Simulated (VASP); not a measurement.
# Al in VASP: notebook, part 2 of 2

VASP 6.6.1. The steps go on from the part before.

## Step 4: Single point, PBE (strained and its atoms moved)

File INCAR:

```
SYSTEM = Al
PREC = Accurate ; ENCUT = 520
EDIFF = 1E-7 ; ISMEAR = 0
SIGMA = 0.1 ; LREAL = .False.
LASPH = .True. ; NELM = 100
ALGO = Fast ; ISIF = 2
LWAVE = .False. ; LCHARG = .False.
GGA = PE ; NBANDS = 14
```

File KPOINTS:

```
regular mesh
0
Gamma
  18 18 6
  0 0 0
```

File POSCAR:

```
Al
1.0
    2.7701114222      0.0000000000      0.0000000000
   -1.3850557111      2.3989868629      0.0000000000
    0.0000000000      0.0000000000      9.2764751017
Al
4
Direct
    0.0000000000      0.0000000000      0.0065316836
    0.3333333300      0.6666666700      0.2434683164
    0.0000000000      0.0000000000      0.5065316836
    0.6666666700      0.3333333300      0.7434683164
```

Potentials or basis: VASP PAW PBE potentials, release 64 (Al).

On the command line:

```bash
> cat potpaw_PBE.64/Al/POTCAR > POTCAR
> mpirun -np 1 vasp_std > vasp.out
```

OUTCAR:

```text
SYSTEM = Al
   PREC = Accurate
   ENCUT = 520
   EDIFF = 1E-7
   ISMEAR = 0
   LREAL = .False.
   LASPH = .True.
   NELM = 100
   ISIF = 2
   GGA = PE

 ion  position               nearest neighbor table
   1  0.000  0.000  0.007-   2 2.72   2 2.72   2 2.72   4 2.92   4 2.92   4 2.92
   2  0.333  0.667  0.243-   1 2.72   1 2.72   1 2.72   3 2.92   3 2.92   3 2.92
   3  0.000  0.000  0.507-   4 2.72   4 2.72   4 2.72   2 2.92   2 2.92   2 2.92
   4  0.667  0.333  0.743-   3 2.72   3 2.72   3 2.72   1 2.92   1 2.92   1 2.92

  LATTYP: Found a hexagonal cell.
 ALAT       =     2.7701114222
 C/A-ratio  =     3.3487732758

  Lattice vectors:

 A1 = (   2.7701114222,   0.0000000000,   0.0000000000)
 A2 = (  -1.3850557111,   2.3989868629,   0.0000000000)
 A3 = (   0.0000000000,   0.0000000000,   9.2764751017)

Analysis of symmetry for initial positions (statically):
=====================================================================
 Subroutine PRICEL returns:
 Original cell was already a primitive cell.

 Routine SETGRP: Setting up the symmetry group for a
 hexagonal supercell.

 Subroutine GETGRP returns: Found 12 space group operations
 (whereof  6 operations were pure point group operations)
 out of a pool of 24 trial point group operations.

The static configuration has the point symmetry C_3v.
 The point group associated with its full space group is C_6v.

Analysis of symmetry for dynamics (positions and initial velocities):
=====================================================================
 Subroutine PRICEL returns:
 Original cell was already a primitive cell.

 Routine SETGRP: Setting up the symmetry group for a
 hexagonal supercell.

 Subroutine GETGRP returns: Found 12 space group operations
 (whereof  6 operations were pure point group operations)
 out of a pool of 24 trial point group operations.

The dynamic configuration has the point symmetry C_3v.
 The point group associated with its full space group is C_6v.

 Subroutine INISYM returns: Found 12 space group operations
 (whereof  6 operations are pure point group operations),
 and found     1 'primitive' translations

----------------------------------------------------------------------------------------

                                     Primitive cell

  volume of cell :      61.6465

  direct lattice vectors                    reciprocal lattice vectors
     2.770111422  0.000000000  0.000000000     0.360996309  0.208421316  0.000000000
    -1.385055711  2.398986863  0.000000000     0.000000000  0.416842633  0.000000000
     0.000000000  0.000000000  9.276475102     0.000000000  0.000000000  0.107799567

  length of vectors
     2.770111422  2.770111422  9.276475102     0.416842633  0.416842633  0.107799567

  position of ions in fractional coordinates (direct lattice)
     0.000000000  0.000000000  0.006531684
     0.333333330  0.666666670  0.243468316
     0.000000000  0.000000000  0.506531684
     0.666666670  0.333333330  0.743468316

  ion indices of the primitive-cell ions
   primitive index   ion index
                 1           1
                 2           2
                 3           3
                 4           4

----------------------------------------------------------------------------------------

 KPOINTS: regular mesh

Automatic generation of k-mesh.
 Grid dimensions read from file:
[... 48 lines left out ...]
   number of dos      NEDOS =    301   number of ions     NIONS =      4
   total plane-waves  NPLWV =  40320
   dimension x,y,z NGX =    24 NGY =   24 NGZ =   70
   dimension x,y,z NGXF=    48 NGYF=   48 NGZF=  140
   ions per type =               4
   NGX,Y,Z   is equivalent  to a cutoff of  14.40, 14.40, 12.54 a.u.
   NGXF,Y,Z  is equivalent  to a cutoff of  28.81, 28.81, 25.09 a.u.
 SYSTEM =  Al
   PREC   = accura    normal or accurate (medium, high low for compatibility)
   ISTART =      0    job   : 0-new  1-cont  2-samecut
   ICHARG =      2    charge: 1-file 2-atom 10-const
   ISPIN  =      1    spin polarized calculation?
   LNONCOLLINEAR =      F non collinear calculations
   LSORBIT =      F    spin-orbit coupling
   LASPH  =      T    aspherical Exc in radial PAW
   ENCUT  =  520.0 eV  38.22 Ry    6.18 a.u.   5.15  5.15 17.25*2*pi/ulx,y,z
   NELM   =    100;   NELMIN=  2; NELMDL= -5     # of ELM steps
   EDIFF  = 0.1E-06   stopping-criterion for ELM
   LREAL  =      F    real-space projection
   EDIFFG = 0.1E-05   stopping-criterion for IOM
   NSW    =      0    number of steps for IOM
   IBRION =     -1    ionic relax: 0-MD 1-quasi-New 2-CG
   NFREE  =      0    steps in history (QN), initial steepest desc. (CG)
   ISIF   =      2    stress and relaxation
   ISYM   =      2    0-nonsym 1-usesym 2-fastsym
   POTIM  = 0.5000    time-step for ionic-motion
   TEBEG  =    0.0;   TEEND  =   0.0 temperature during run
   PSTRESS=    0.0 pullay stress
   NELECT =      12.0000    total number of electrons
   NUPDOWN=      -1.0000    fix difference up-down
   EMIN   =  10.00;   EMAX   =-10.00  energy-range for DOS
   EFERMI =   0.00;   METHOD = LEGACY
   ISMEAR =     0;   SIGMA  =   0.10  broadening in eV -4-tet -1-fermi 0-gaus
   EFERMI_NEDOS =   21; number of points for ismear=-14 and -15
   IALGO  =     68    algorithm
   IMIX   =      4    mixing-type and parameters
     AMIX     =   0.40;   BMIX     =  1.00
     AMIX_MAG =   1.60;   BMIX_MAG =  1.00
  volume/ion in A,a.u.               =      15.41       104.00
  Fermi-wavevector in a.u.,A,eV,Ry     =   0.948781  1.792936 12.247760  0.900185
  Thomas-Fermi vector in A             =   2.077002
   LORBIT       =      0    0 simple, 1 ext, 2 COOP (PROOUT), +10 PAW based schemes
   GGA     = PE    functional components
   LHFCALC =     F    Hartree Fock is set to
   AEXX    =    0.0000 exact exchange contribution
   IVDW    =     0    specifies the selected vdW correction
   LEPSILON=     F    determine dielectric tensor
   LRPA    =     F    only Hartree local field effects (RPA)
 non-spin polarized calculation
 RMM-DIIS sequential band-by-band and
 Gauss-broadening in eV      SIGMA  =   0.10
  energy-cutoff  :      520.00
  volume of cell :       61.65
 maximum number of plane-waves:      1677
 NGX is ok and might be reduce to    24
   NGX = 11   NGY = 11   NGZ = 35

 number of electron      12.0000000 magnetization

 Free energy of the ion-electron system (eV)
  ---------------------------------------------------
  ext. energy  EPLUGINS =         0.00000000
  ---------------------------------------------------
  free energy    TOTEN  =       -14.75739922 eV

  energy without entropy =      -14.74867430  energy(sigma->0) =      -14.75303676

 E-fermi :   8.7119     XC(G=0): -10.4415

 val. band max:        8.7104701626   @ k =   0.3889   0.2222   0.3333
 cond. band min:       8.7224440115   @ k =   0.3889   0.1111   0.0000
 fundamental gap:      0.0119738489
 Fermi energy:         8.7119397126

 k-point     1 :       0.0000    0.0000    0.0000
  band No.  band energies     occupation
      1      -2.9156      2.00000
      2      -1.5159      2.00000
      3      -0.8495      2.00000
      4       3.7511      2.00000
      5       3.9351      2.00000
      6      11.6799      0.00000
      7      11.9892      0.00000
      8      20.2773      0.00000
      9      20.2773      0.00000
     10      20.3522      0.00000
     11      20.3522      0.00000
     12      21.0399      0.00000
     13      21.1357      0.00000
     14      21.2089      0.00000
[... 377 lines left out ...]
      1       2.2891      2.00000
      2       3.6005      2.00000
      3       4.2461      2.00000
      4       4.9809      2.00000
      5       6.3755      2.00000
      6       7.0264      2.00000
      7       8.7224      0.88191
      8       9.1081      0.00000
      9      11.1047      0.00000
     10      11.3612      0.00000
     11      12.5566      0.00000
     12      13.1284      0.00000
     13      13.9058      0.00000
     14      16.5989      0.00000

 [... further k-points ...]
[... 5 lines left out ...]
  --------------------------------------------------------------------------------------
  -------------------------------------------------------------------------------------
  Total        3.0455779      3.0455779      2.2195171      0.0000000      0.0000000      0.0000000
  in kB       79.1538780     79.1538780     57.6847468      0.0000000      0.0000000      0.0000000
  external PRESSURE =      71.9975009 kB  Pullay stress =       0.0000000 kB

 VOLUME and BASIS-vectors are now :
 -----------------------------------------------------------------------------
  energy-cutoff  :      520.00
  volume of cell :       61.65
      direct lattice vectors                 reciprocal lattice vectors
     2.770111422  0.000000000  0.000000000     0.360996309  0.208421316  0.000000000
    -1.385055711  2.398986863  0.000000000     0.000000000  0.416842633  0.000000000
     0.000000000  0.000000000  9.276475102     0.000000000  0.000000000  0.107799567

 POSITION                                       TOTAL-FORCE (eV/Angst)
 -----------------------------------------------------------------------------------
      0.00000      0.00000      0.06059         0.000000     -0.000000     -0.726943
     -0.00000      1.59932      2.25853        -0.000000      0.000000      0.726943
      0.00000      0.00000      4.69883        -0.000000     -0.000000     -0.726943
      1.38506      0.79966      6.89677         0.000000      0.000000      0.726943
 -----------------------------------------------------------------------------------
    total drift:                               -0.000000     -0.000000     -0.000002

  FREE ENERGIE OF THE ION-ELECTRON SYSTEM (eV)
  ---------------------------------------------------
  free  energy   TOTEN  =       -14.7573992166 eV

  energy  without entropy=      -14.7486743010  energy(sigma->0) =      -14.75303676
```

Run time: 2.8 min. Hardware: 1 thread of Intel Xeon Platinum 8375C at 2.90GHz (Ice Lake), shared host; peak memory 0.24 GiB.

What came out:

| Item | Value |
| --- | --- |
| Free energy | -14.7574 eV |
| Pressure | 7.2 GPa |
| Largest force | 0.727 eV/Å |
| Band gap on the k mesh | zero (band 6 reaches 12.38 eV, above the bottom of band 7 at 7.38 eV) |

Forces in eV/Å, atoms in the order of the input:
```
Al   0.000  0.000 -0.727
Al   0.000  0.000  0.727
Al   0.000  0.000 -0.727
Al   0.000  0.000  0.727
```

Stress tensor (GPa, compression positive):
```
7.92 0.00 0.00
0.00 7.92 0.00
0.00 0.00 5.77
```

Levels at points of the mesh, in eV from the Fermi level:
| k point | band 3 | band 4 | band 5 | band 6 | band 7 | band 8 | band 9 | band 10 |
| --- | --- | --- | --- | --- | --- | --- | --- | --- |
| (0.00, 0.00, 0.00) | -9.56 | -4.96 | -4.78 | 2.97 | 3.28 | 11.57 | 11.57 | 11.64 |
| (0.50, 0.00, 0.00) | -4.19 | -4.17 | -3.18 | -3.16 | 0.83 | 1.19 | 1.30 | 1.62 |
| (0.00, 0.00, 0.50) | -7.75 | -7.75 | -1.22 | -1.22 | 8.04 | 8.04 | 11.85 | 11.85 |
| (0.50, 0.00, 0.50) | -4.93 | -4.93 | -1.89 | -1.89 | -1.21 | -1.21 | 4.57 | 4.57 |

Caveat: the cell differs from its parent crystal (strained and its atoms moved).

## Step 5: Single point, PBE (strained)

File INCAR:

```
SYSTEM = Al
PREC = Accurate ; ENCUT = 520
EDIFF = 1E-6 ; ISMEAR = 0
SIGMA = 0.1 ; LREAL = .FALSE.
LASPH = .TRUE. ; NELM = 60
ALGO = Normal ; ISIF = 2
LWAVE = .FALSE. ; LCHARG = .TRUE.
GGA = PE ; LELF = .TRUE.
LVHAR = .TRUE. ; NBANDS = 14
```

File KPOINTS:

```
Automatic mesh
0
G
  18 18 6
  0 0 0
```

File POSCAR:

```
Al
1.0
    2.8388659354      0.0000000000      0.0000000000
   -1.4194329677      2.4585300180      0.0000000000
    0.0000000000      0.0000000000      9.4998784532
Al
4
Direct
    0.0000000000      0.0000000000      0.0000000000
    0.3333333300      0.6666666700      0.2500000000
    0.0000000000      0.0000000000      0.5000000000
    0.6666666700      0.3333333300      0.7500000000
```

Potentials or basis: VASP PAW PBE potentials, release 64 (Al).

On the command line:

```bash
> cat potpaw_PBE.64/Al/POTCAR > POTCAR
> mpirun -np 1 vasp_std > vasp.out
```

OUTCAR:

```text
SYSTEM = Al
   PREC = Accurate
   ENCUT = 520
   EDIFF = 1E-6
   ISMEAR = 0
   LREAL = .FALSE.
   LASPH = .TRUE.
   NELM = 60
   ISIF = 2
   GGA = PE

 ion  position               nearest neighbor table
   1  0.000  0.000  0.000-   2 2.89   4 2.89   4 2.89   2 2.89   4 2.89   2 2.89
   2  0.333  0.667  0.250-   1 2.89   3 2.89   1 2.89   3 2.89   1 2.89   3 2.89
   3  0.000  0.000  0.500-   2 2.89   4 2.89   4 2.89   2 2.89   4 2.89   2 2.89
   4  0.667  0.333  0.750-   1 2.89   3 2.89   1 2.89   3 2.89   1 2.89   3 2.89

  LATTYP: Found a hexagonal cell.
 ALAT       =     2.8388659354
 C/A-ratio  =     3.3463638894

  Lattice vectors:

 A1 = (   2.8388659354,   0.0000000000,   0.0000000000)
 A2 = (  -1.4194329677,   2.4585300180,   0.0000000000)
 A3 = (   0.0000000000,   0.0000000000,   9.4998784532)

Analysis of symmetry for initial positions (statically):
=====================================================================
 Subroutine PRICEL returns:
 Original cell was already a primitive cell.

 Routine SETGRP: Setting up the symmetry group for a
 hexagonal supercell.

 Subroutine GETGRP returns: Found 24 space group operations
 (whereof 12 operations were pure point group operations)
 out of a pool of 24 trial point group operations.

The static configuration has the point symmetry D_3d.
 The point group associated with its full space group is D_6h.

Analysis of symmetry for dynamics (positions and initial velocities):
=====================================================================
 Subroutine PRICEL returns:
 Original cell was already a primitive cell.

 Routine SETGRP: Setting up the symmetry group for a
 hexagonal supercell.

 Subroutine GETGRP returns: Found 24 space group operations
 (whereof 12 operations were pure point group operations)
 out of a pool of 24 trial point group operations.

The dynamic configuration has the point symmetry D_3d.
 The point group associated with its full space group is D_6h.

 Subroutine INISYM returns: Found 24 space group operations
 (whereof 12 operations are pure point group operations),
[... 128 lines left out ...]
   IVDW    =     0    specifies the selected vdW correction
   LEPSILON=     F    determine dielectric tensor
   LRPA    =     F    only Hartree local field effects (RPA)
 non-spin polarized calculation
 Gauss-broadening in eV      SIGMA  =   0.10
  energy-cutoff  :      520.00
  volume of cell :       66.30
 maximum number of plane-waves:      1806
 NGX is ok and might be reduce to    24
   NGX = 11   NGY = 11   NGZ = 35

 number of electron      12.0000000 magnetization

 Free energy of the ion-electron system (eV)
  ---------------------------------------------------
  ext. energy  EPLUGINS =         0.00000000
  ---------------------------------------------------
  free energy    TOTEN  =       -14.93263239 eV

  energy without entropy =      -14.92346960  energy(sigma->0) =      -14.92805100

 E-fermi :   7.9460     XC(G=0): -10.1805

 val. band max:        7.9393366403   @ k =   0.3333   0.1667   0.0000
 cond. band min:       7.9469553454   @ k =   0.4444   0.0556   0.3333
 fundamental gap:      0.0076187051
 Fermi energy:         7.9460290286

 k-point     1 :       0.0000    0.0000    0.0000
  band No.  band energies     occupation
      1      -3.1521      2.00000
      2      -1.5240      2.00000
      3      -1.5184      2.00000
      4       3.2548      2.00000
      5       3.2810      2.00000
      6      10.9339      0.00000
      7      10.9433      0.00000
      8      18.9581      0.00000
      9      18.9581      0.00000
     10      19.1217      0.00000
     11      19.1217      0.00000
     12      19.8625      0.00000
     13      20.0647      0.00000
     14      20.0745      0.00000
[... 377 lines left out ...]
      1       1.8209      2.00000
      2       3.3727      2.00000
      3       3.3796      2.00000
      4       4.4021      2.00000
      5       5.9906      2.00000
      6       6.0129      2.00000
      7       8.0121      0.35011
      8       8.2298      0.00006
      9      10.2814      0.00000
     10      10.5321      0.00000
     11      11.4127      0.00000
     12      12.3684      0.00000
     13      12.5898      0.00000
     14      15.6337      0.00000

 [... further k-points ...]
[... 5 lines left out ...]
  --------------------------------------------------------------------------------------
  -------------------------------------------------------------------------------------
  Total        0.2451265      0.2451265     -0.6069115      0.0000000     -0.0000000      0.0000000
  in kB        5.9232819      5.9232819    -14.6655220      0.0000000     -0.0000000      0.0000000
  external PRESSURE =      -0.9396527 kB  Pullay stress =       0.0000000 kB

 VOLUME and BASIS-vectors are now :
 -----------------------------------------------------------------------------
  energy-cutoff  :      520.00
  volume of cell :       66.30
      direct lattice vectors                 reciprocal lattice vectors
     2.838865935  0.000000000  0.000000000     0.352253337  0.203373559  0.000000000
    -1.419432968  2.458530018  0.000000000     0.000000000  0.406747118  0.000000000
     0.000000000  0.000000000  9.499878453     0.000000000  0.000000000  0.105264505

 POSITION                                       TOTAL-FORCE (eV/Angst)
 -----------------------------------------------------------------------------------
      0.00000      0.00000      0.00000        -0.000000      0.000000      0.000000
     -0.00000      1.63902      2.37497        -0.000000     -0.000000     -0.000000
      0.00000      0.00000      4.74994        -0.000000      0.000000      0.000000
      1.41943      0.81951      7.12491         0.000000      0.000000     -0.000000
 -----------------------------------------------------------------------------------
    total drift:                               -0.000000      0.000000     -0.000000

  FREE ENERGIE OF THE ION-ELECTRON SYSTEM (eV)
  ---------------------------------------------------
  free  energy   TOTEN  =       -14.9326323917 eV

  energy  without entropy=      -14.9234695997  energy(sigma->0) =      -14.92805100
```

stdout:

```text
POSCAR found type information on POSCAR Al
 POSCAR found :  1 types and       4 ions
 scaLAPACK will be used
 LDA part: xc-table for (Slater+PW92), standard interpolation
 POSCAR, INCAR and KPOINTS ok, starting setup
 FFT: planning ... GRIDC
 FFT: planning ... GRID_SOFT
 FFT: planning ... GRID
 WAVECAR not read
 entering main loop
```

It took 1.9 min on 1 thread of Intel Xeon Platinum 8375C at 2.90GHz (Ice Lake), shared host; peak memory 0.24 GiB.

What came out:

* Free energy: -14.9326 eV
* Pressure: -0.1 GPa
* Band gap on the k mesh: zero (band 6 reaches 11.56 eV, above the bottom of band 7 at 6.47 eV)

Levels at points of the mesh, in eV from the Fermi level:
```tsv
k point	band 4	band 5	band 6	band 7	band 8	band 9
(0.00, 0.00, 0.00)	-4.69	-4.67	2.99	3.00	11.01	11.01
(0.50, 0.00, 0.00)	-3.80	-3.26	-3.19	0.83	1.09	1.28
(0.00, 0.00, 0.50)	-7.45	-1.18	-1.18	7.72	7.72	11.32
(0.50, 0.00, 0.50)	-4.69	-1.85	-1.85	-1.21	-1.21	4.32
```

Caveat: the cell differs from its parent crystal (strained).

## Step 6: Overview

```tsv
cell	gap on the mesh (eV)	pressure (GPa)
a = 2.854, b = 2.854, c = 9.383 Å, angles 90.0, 90.0, 120.0°, 4 atoms	none	0.0
a = 2.819, b = 2.819, c = 9.986 Å, angles 90.0, 90.0, 120.0°, 4 atoms	none	-2.0
a = 2.770, b = 2.770, c = 9.276 Å, angles 90.0, 90.0, 120.0°, 4 atoms	none	7.2
a = 2.839, b = 2.839, c = 9.500 Å, angles 90.0, 90.0, 120.0°, 4 atoms	none	-0.1
```

Alike in all rows: task single point; level PBE; potentials or basis VASP PAW PBE potentials, release 64 (Al); no spin polarisation; k mesh 18 × 18 × 6; cutoff (eV) 520; smearing gaussian 0.1 eV.

Absolute energies hang on the potentials; compare differences alone.
